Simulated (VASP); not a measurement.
Wanted: the native input for a VASP 6.6.1 run.

```yaml
Task: single point
Functional: PBE
Potentials_or_basis: VASP PAW PBE potentials, release 64 (Hf_pv, S)
Cutoff: 500 eV
k_mesh: 6 × 6 × 2
Occupations: gaussian, width 0.01 eV
Spin: no spin polarisation
Dipole_correction: no
Further_INCAR_settings: ALGO = Normal; EDIFF = 1e-06; NBANDS = 18
```

The structure of HfS2 lies in POSCAR:

```
HfS2
1.0
    3.7755077968      0.0000000000      0.0000000000
   -1.8877538984      3.2696856642      0.0000000000
    0.0000000000      0.0000000000      5.7607909876
Hf S
1 2
Direct
    0.0000000000      0.0000000000      0.0000000000
    0.3333333333      0.6666666667      0.2379776162
    0.6666666667      0.3333333333      0.7620223838
```

This cell differs from its parent crystal: epitaxial xy strain +4.0%.

One way to write it, as run:

INCAR

```
PREC = Accurate ; ENCUT = 500
EDIFF = 1E-6 ; ISMEAR = 0
SIGMA = 0.01 ; LREAL = F
LASPH = T ; NELM = 120
ALGO = Normal ; ISIF = 2
LWAVE = F ; LCHARG = F
GGA = PE ; NBANDS = 18
GGA_COMPAT = F
```

KPOINTS

```
Automatic mesh
0
Gamma
  6 6 2
```

Potentials or basis: VASP PAW PBE potentials, release 64 (Hf_pv, S).

Run with:

```console
$ cat potpaw_PBE.64/Hf_pv/POTCAR potpaw_PBE.64/S/POTCAR > POTCAR
$ mpirun -np 1 vasp_std > vasp.out
```

It gave:

* Pressure: -2.4 GPa
* Largest force: 0.009 eV/Å
* Band gap on the k mesh: 1.21 eV (least direct gap 1.67 eV)

Caveat: the k points lie up to 0.55 Å⁻¹ apart; the cell differs from its parent crystal (epitaxial xy strain +4.0%); spin-orbit coupling is left out, which moves the levels of the heavy elements; this functional lacks dispersion, which binds the layers, so the pressure and a relaxed spacing across them are unreliable.

Wall time 30 s on 1 thread of Intel Xeon 8259CL, with other jobs on the host, peak memory 0.18 GiB.
